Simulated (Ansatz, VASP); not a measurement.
**One calculation of Cd, two programs**

INCAR

```
SYSTEM = Cd
PREC = Accurate ; ENCUT = 520
EDIFF = 1E-6 ; ISMEAR = -1
SIGMA = 0.01 ; LREAL = .False.
LASPH = .True. ; NELM = 80
ALGO = Fast ; ISIF = 2
LWAVE = .False. ; LCHARG = .True.
GGA = CA ; LELF = .True.
LVHAR = .True. ; NBANDS = 12
```

Contents of KPOINTS:

```
Automatic mesh
0
Gamma
  10 10 10
  0 0 0
```

POSCAR

```
Cd
1.0
    1.6080291515      0.9283960635      2.4492874100
   -1.6080291515      0.9283960635      2.4492874100
    0.0000000000     -1.8567921270      2.4492874100
Cd
1
Direct
    0.0000000000      0.0000000000      0.0000000000
```

The input input.yaml:

```yaml
crystal:
  lattice:
    - [1.6080291515, 0.9283960635, 2.44928741]
    - [-1.6080291515, 0.9283960635, 2.44928741]
    - [0.0, -1.856792127, 2.44928741]
  atoms:
    - { symbol: Cd, position: [0.0, 0.0, 0.0] }
hamiltonian:
  xc: lda
  pseudopotentials: { kind: paw, accuracy: stringent, xc_functional: pbe }
kpoints:
  mp_grid: { grid: [10, 10, 10] }
scf:
  occupations: { method: fermi_dirac, width: 0.01 }
output:
  forces: true
  stress: true
  eigenvalues: true
  write_density: true
  write_potential: true
  elf: true
  volumetric_format: npy
```

Alike in both runs: task single point; functional LDA; k mesh 10 × 10 × 10; occupations fermi-dirac, width 0.01 eV; no spin polarisation.

```csv
,VASP,Ansatz
version,VASP 6.6.1,Ansatz 0.2.0
potentials or method,"VASP PAW LDA potentials, release 64 (Cd)",SSSP precision PAW
plane-wave cutoff (eV),520,1361
valence electrons in the cell,12,20
```

|  | VASP | Ansatz | Ansatz less VASP |
| --- | --- | --- | --- |
| gap on the k mesh at the Fermi level (eV) | none | none | - |
| pressure (GPa) | -4.4 | -4.9 | -0.48 |
| traceless stress, the component that is largest in VASP (GPa) | 0.21 | 0.14 | -0.068 |

LDA's correlation is that of Perdew and Zunger in VASP and of Perdew and Wang (1992) in Ansatz. A gap of «none» marks a metal or a gap that the smearing closes. VASP's potentials hold 12 valence electrons a cell and Ansatz's 20, so a difference there can come from the potentials and not from the codes.
